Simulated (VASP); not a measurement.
# NiGe (F-43m) in VASP: further runs, part 2 of 2

VASP 6.6.1. The steps go on from the part before.

## Step 3: Relaxation of cell and atoms, r2SCAN

This run uses another cell than the first one, of 16.34 Å³/atom.

POSCAR reads:

```
NiGe
1.0
    0.0000000000      2.5377763786      2.5377763786
    2.5377763786      0.0000000000      2.5377763786
    2.5377763786      2.5377763786      0.0000000000
Ni Ge
1 1
Direct
    0.0000000000      0.0000000000      0.0000000000
    0.2500000000      0.2500000000      0.2500000000
```

INCAR.step1 reads:

```
PREC = Accurate ; ENCUT = 600
ISMEAR = 0 ; SIGMA = 0.1
LREAL = False ; LASPH = True
NELM = 80 ; GGA = PE
ALGO = Normal ; EDIFF = 1E-4
LWAVE = True ; LCHARG = False
```

INCAR.step2 reads:

```
PREC = Accurate ; ENCUT = 600
EDIFF = 1E-6 ; ISMEAR = 0
SIGMA = 0.1 ; LREAL = False
LASPH = True ; NELM = 80
ALGO = Normal ; ISIF = 3
LWAVE = False ; LCHARG = False
METAGGA = R2SCAN ; LMIXTAU = True
IBRION = 2 ; NSW = 100
EDIFFG = -0.05 ; ISTART = 1
```

KPOINTS reads:

```
Automatic mesh
0
Gamma
  6 6 6
```

Potentials or basis: VASP PAW PBE potentials, release 64 (Ni, Ge_d).

Launch:

```console
> cat potpaw_PBE.64/Ni/POTCAR potpaw_PBE.64/Ge_d/POTCAR > POTCAR
> cp INCAR.step1 INCAR
> mpirun -np 1 vasp_std > vasp.out
> cp INCAR.step2 INCAR
> mpirun -np 1 vasp_std > vasp.out
```

OUTCAR:

```text
PREC = Accurate
   ENCUT = 600
   EDIFF = 1E-6
   ISMEAR = 0
   LREAL = False
   LASPH = True
   NELM = 80
   ISIF = 3
   METAGGA = R2SCAN
   IBRION = 2
   NSW = 100
   EDIFFG = -0.05
   ISTART = 1

 ion  position               nearest neighbor table
   1  0.000  0.000  0.000-   2 2.20   2 2.20   2 2.20   2 2.20
   2  0.250  0.250  0.250-   1 2.20   1 2.20   1 2.20   1 2.20

  LATTYP: Found a face centered cubic cell.
 ALAT       =     5.0755527572

  Lattice vectors:

 A1 = (   0.0000000000,   2.5377763786,   2.5377763786)
 A2 = (   2.5377763786,   0.0000000000,   2.5377763786)
 A3 = (   2.5377763786,   2.5377763786,   0.0000000000)

Analysis of symmetry for initial positions (statically):
=====================================================================
 Subroutine PRICEL returns:
 Original cell was already a primitive cell.

 Routine SETGRP: Setting up the symmetry group for a
 face centered cubic supercell.

 Subroutine GETGRP returns: Found 24 space group operations
 (whereof 24 operations were pure point group operations)
 out of a pool of 48 trial point group operations.

The static configuration has the point symmetry T_d .

Analysis of symmetry for dynamics (positions and initial velocities):
=====================================================================
 Subroutine PRICEL returns:
 Original cell was already a primitive cell.

 Routine SETGRP: Setting up the symmetry group for a
 face centered cubic supercell.

 Subroutine GETGRP returns: Found 24 space group operations
 (whereof 24 operations were pure point group operations)
 out of a pool of 48 trial point group operations.

The dynamic configuration has the point symmetry T_d .

 Subroutine INISYM returns: Found 24 space group operations
 (whereof 24 operations are pure point group operations),
 and found     1 'primitive' translations

----------------------------------------------------------------------------------------

                                     Primitive cell

  volume of cell :      32.6881

  direct lattice vectors                    reciprocal lattice vectors
     0.000000000  2.537776379  2.537776379    -0.197022876  0.197022876  0.197022876
     2.537776379  0.000000000  2.537776379     0.197022876 -0.197022876  0.197022876
     2.537776379  2.537776379  0.000000000     0.197022876  0.197022876 -0.197022876

  length of vectors
     3.588957773  3.588957773  3.588957773     0.341253631  0.341253631  0.341253631

  position of ions in fractional coordinates (direct lattice)
     0.000000000  0.000000000  0.000000000
     0.250000000  0.250000000  0.250000000

  ion indices of the primitive-cell ions
   primitive index   ion index
                 1           1
                 2           2

----------------------------------------------------------------------------------------

 KPOINTS: Automatic mesh

Automatic generation of k-mesh.
 Grid dimensions read from file:
 generate k-points for:    6    6    6

 Generating k-lattice:

  Cartesian coordinates                     Fractional coordinates (reciprocal lattice)
    -0.032837146  0.032837146  0.032837146     0.166666667  0.000000000  0.000000000
     0.032837146 -0.032837146  0.032837146     0.000000000  0.166666667  0.000000000
     0.032837146  0.032837146 -0.032837146     0.000000000  0.000000000  0.166666667

  Length of vectors
     0.056875605  0.056875605  0.056875605

  Shift w.r.t. Gamma in fractional coordinates (k-lattice)
     0.000000000  0.000000000  0.000000000

 Subroutine IBZKPT returns following result:
 ===========================================

 Found     16 irreducible k-points:

 Following reciprocal coordinates:
            Coordinates               Weight
  0.000000  0.000000  0.000000      1.000000
  0.166667  0.000000  0.000000      8.000000
  0.333333  0.000000  0.000000      8.000000
  0.500000  0.000000  0.000000      4.000000
  0.166667  0.166667  0.000000      6.000000
  0.333333  0.166667  0.000000     24.000000
[... 8 lines left out ...]
 -0.333333  0.333333  0.166667     24.000000
 -0.333333  0.500000  0.166667     12.000000
   k-points           NKPTS =     16   k-points in BZ     NKDIM =     16   number of bands    NBANDS=     16
   number of dos      NEDOS =    301   number of ions     NIONS =      2
   total plane-waves  NPLWV =  27000
   dimension x,y,z NGX =    30 NGY =   30 NGZ =   30
   dimension x,y,z NGXF=    60 NGYF=   60 NGZF=   60
   ions per type =               1   1
   NGX,Y,Z   is equivalent  to a cutoff of  13.90, 13.90, 13.90 a.u.
   NGXF,Y,Z  is equivalent  to a cutoff of  27.79, 27.79, 27.79 a.u.
 SYSTEM =  unknown system
   PREC   = accura    normal or accurate (medium, high low for compatibility)
   ISTART =      1    job   : 0-new  1-cont  2-samecut
   ICHARG =      0    charge: 1-file 2-atom 10-const
   ISPIN  =      1    spin polarized calculation?
   LNONCOLLINEAR =      F non collinear calculations
   LSORBIT =      F    spin-orbit coupling
   LASPH  =      T    aspherical Exc in radial PAW
   ENCUT  =  600.0 eV  44.10 Ry    6.64 a.u.   7.17  7.17  7.17*2*pi/ulx,y,z
   NELM   =     80;   NELMIN=  2; NELMDL=  0     # of ELM steps
   EDIFF  = 0.1E-05   stopping-criterion for ELM
   LREAL  =      F    real-space projection
   EDIFFG = -.5E-01   stopping-criterion for IOM
   NSW    =    100    number of steps for IOM
   IBRION =      2    ionic relax: 0-MD 1-quasi-New 2-CG
   NFREE  =      1    steps in history (QN), initial steepest desc. (CG)
   ISIF   =      3    stress and relaxation
   ISYM   =      2    0-nonsym 1-usesym 2-fastsym
   POTIM  = 0.5000    time-step for ionic-motion
   TEBEG  =    0.0;   TEEND  =   0.0 temperature during run
   PSTRESS=    0.0 pullay stress
   NELECT =      24.0000    total number of electrons
   NUPDOWN=      -1.0000    fix difference up-down
   EMIN   =  10.00;   EMAX   =-10.00  energy-range for DOS
   EFERMI =   0.00;   METHOD = LEGACY
   ISMEAR =     0;   SIGMA  =   0.10  broadening in eV -4-tet -1-fermi 0-gaus
   EFERMI_NEDOS =   21; number of points for ismear=-14 and -15
   IALGO  =     38    algorithm
   IMIX   =      4    mixing-type and parameters
     AMIX     =   0.40;   BMIX     =  1.00
     AMIX_MAG =   1.60;   BMIX_MAG =  1.00
  volume/ion in A,a.u.               =      16.34       110.30
  Fermi-wavevector in a.u.,A,eV,Ry     =   1.476891  2.790920 29.677139  2.181208
  Thomas-Fermi vector in A             =   2.591363
   LORBIT       =      0    0 simple, 1 ext, 2 COOP (PROOUT), +10 PAW based schemes
   METAGGA = R2SCAN    functional components
   LHFCALC =     F    Hartree Fock is set to
   AEXX    =    0.0000 exact exchange contribution
   IVDW    =     0    specifies the selected vdW correction
   LEPSILON=     F    determine dielectric tensor
   LRPA    =     F    only Hartree local field effects (RPA)
 conjugate gradient relaxation of ions
 non-spin polarized calculation
 Gauss-broadening in eV      SIGMA  =   0.10
  energy-cutoff  :      600.00
  volume of cell :       32.69
 maximum number of plane-waves:      1113
 NGX is ok and might be reduce to    30
   NGX = 15   NGY = 15   NGZ = 15

--------------------------------------- Ionic step        1  -------------------------------------------

 number of electron      24.0000013 magnetization

 Free energy of the ion-electron system (eV)
  ---------------------------------------------------
  ext. energy  EPLUGINS =         0.00000000
  ---------------------------------------------------
  free energy    TOTEN  =       -24.96819818 eV

  energy without entropy =      -24.95765946  energy(sigma->0) =      -24.96292882

------------------------ aborting loop because EDIFF is reached ----------------------------------------

  FORCE on cell =-STRESS in cart. coord.  units (eV):
  Direction    XX          YY          ZZ          XY          YZ          ZX
  --------------------------------------------------------------------------------------
  -------------------------------------------------------------------------------------
  Total        2.7923294      2.7923294      2.7923294      0.0000000     -0.0000000     -0.0000000
  in kB      136.8633541    136.8633541    136.8633541      0.0000000     -0.0000000     -0.0000000
  external PRESSURE =     136.8633541 kB  Pullay stress =       0.0000000 kB
[... 57 lines left out ...]
  energy  without entropy=      -25.0372144240  energy(sigma->0) =      -25.04156745

--------------------------------------- Ionic step        3  -------------------------------------------

 number of electron      24.0000005 magnetization

 Free energy of the ion-electron system (eV)
  ---------------------------------------------------
  ext. energy  EPLUGINS =         0.00000000
  ---------------------------------------------------
  free energy    TOTEN  =       -25.11683736 eV

  energy without entropy =      -25.10755810  energy(sigma->0) =      -25.11219773

 E-fermi :   5.0217     XC(G=0): -11.4826

 val. band max:        4.9045082924   @ k =  -0.3333   0.3333   0.1667
 cond. band min:       5.0445969917   @ k =   0.5000   0.3333   0.0000
 fundamental gap:      0.1400886993
 Fermi energy:         5.0217479033

 k-point     1 :       0.0000    0.0000    0.0000
  band No.  band energies     occupation
      1     -19.9226      2.00000
      2     -19.9226      2.00000
      3     -19.9226      2.00000
      4     -19.8903      2.00000
      5     -19.8903      2.00000
      6      -6.1333      2.00000
[... 8 lines left out ...]
     15      12.7726      0.00000
     16      13.2885      0.00000
[... 312 lines left out ...]
  FREE ENERGIE OF THE ION-ELECTRON SYSTEM (eV)
  ---------------------------------------------------
  free  energy   TOTEN  =       -25.1168373573 eV

  energy  without entropy=      -25.1075581044  energy(sigma->0) =      -25.11219773

 reached required accuracy - stopping structural energy minimisation
```

OSZICAR.step1:

```text
N       E                     dE             d eps       ncg     rms          rms(c)
DAV:   1     0.146144531909E+03    0.14614E+03   -0.13513E+04   512   0.402E+03
DAV:   2     0.514588006369E+01   -0.14100E+03   -0.13840E+03   512   0.540E+02
DAV:   3    -0.978650615292E+01   -0.14932E+02   -0.14863E+02   552   0.134E+02
DAV:   4    -0.101525448004E+02   -0.36604E+00   -0.36597E+00   648   0.220E+01
DAV:   5    -0.101636086504E+02   -0.11064E-01   -0.11064E-01   672   0.357E+00    0.109E+01
DAV:   6    -0.123781632407E+02   -0.22146E+01   -0.44486E+01   536   0.863E+01    0.155E+01
DAV:   7    -0.918409927994E+01    0.31941E+01   -0.10154E+01   520   0.564E+01    0.159E+00
DAV:   8    -0.918949093109E+01   -0.53917E-02   -0.66377E-01   744   0.875E+00    0.151E+00
DAV:   9    -0.917330697157E+01    0.16184E-01   -0.11132E-01   552   0.442E+00    0.261E-01
DAV:  10    -0.917274501753E+01    0.56195E-03   -0.77266E-03   656   0.130E+00    0.816E-02
DAV:  11    -0.917275429762E+01   -0.92801E-05   -0.63006E-04   608   0.370E-01
   1 F= -.91727543E+01 E0= -.91674713E+01  d E =-.105659E-01
```

Wall time 1.8 min (1 thread of Intel Xeon Platinum 8488C (Sapphire Rapids), shared host); peak memory 0.18 GiB.

What came out:

* Free energy: -25.1168 eV
* Relaxed volume: 18.28 Å³/atom
* Relaxed cell: a = 3.726 Å, b = 3.726 Å, c = 3.726 Å, α = 60.00°, β = 60.00°, γ = 60.00°
* Space group after relaxing (to 0.1 Å): F-43m (No. 216)
* Energy gained by relaxing: 74.3 meV/atom
* Ionic steps: 3
* Pressure after relaxing: 0.0 GPa
* Band gap on the k mesh: zero (bands 12 and 13 overlap by 6.01 eV)

The path:
```
step  energy change (eV)  largest force (eV/Å)  pressure (GPa)  volume (Å³)
   1              0.0000                0.0000           13.69        32.69
   2             -0.0777                0.0000           -6.52        39.75
   3             -0.1486                0.0000           -0.04        36.57
```

Final structure:
```
Ni Ge
1.0
     0.00000    2.63442    2.63442
     2.63442    0.00000    2.63442
     2.63442    2.63442    0.00000
Ni Ge
1 1
Direct
  0.00000 0.00000 0.00000
  0.25000 0.25000 0.25000
```

Caveat: the PAW data sets were made with another functional, which shifts forces and pressure a little.
